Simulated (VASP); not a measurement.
A run of VASP 6.6.1 is set up as follows.

INCAR

```
SYSTEM = SnO2
PREC = Accurate
ENCUT = 520
EDIFF = 1E-7
ISMEAR = -1
SIGMA = 0.02
LREAL = .False.
LASPH = .True.
NELM = 80
ALGO = Normal
ISIF = 2
LWAVE = .False.
LCHARG = .True.
GGA = PE
LELF = .True.
LVHAR = .True.
NBANDS = 35
```

Contents of KPOINTS:

```
regular mesh
0
Gamma
  6 6 8
  0 0 0
```

The input POSCAR:

```
SnO2
1.0
    4.6653622500      0.0000000000      0.0000000000
    0.0000000000      4.6653622500      0.0000000000
    0.0000000000      0.0000000000      3.1360786656
Sn O
2 4
Direct
    0.0000000000      0.0000000000      0.0000000000
    0.5000000000      0.5000000000      0.5000000000
    0.3046499520      0.3046499520      0.0000000000
    0.1953500480      0.8046499520      0.5000000000
    0.8046499520      0.1953500480      0.5000000000
    0.6953500480      0.6953500480      0.0000000000
```

Potentials or basis: VASP PAW PBE potentials, release 64 (Sn_d, O).

Launch:

```sh
$ cat potpaw_PBE.64/Sn_d/POTCAR potpaw_PBE.64/O/POTCAR > POTCAR
$ mpirun -np 1 vasp_std > vasp.out
```

Q: Estimate the largest force.

A: 0.048 eV/Å.

Q: Estimate the band gap on the k mesh.

A: 1.78 eV, direct.

Q: Estimate the pressure.

A: 23.5 GPa.

Stress tensor (GPa, compression positive):
```
21.71  0.00  0.00
 0.00 21.71  0.00
 0.00  0.00 27.07
```

Caveat: the cell differs from its parent crystal (strain -2.0%); spin-orbit coupling is left out, which moves the levels of the heavy elements.
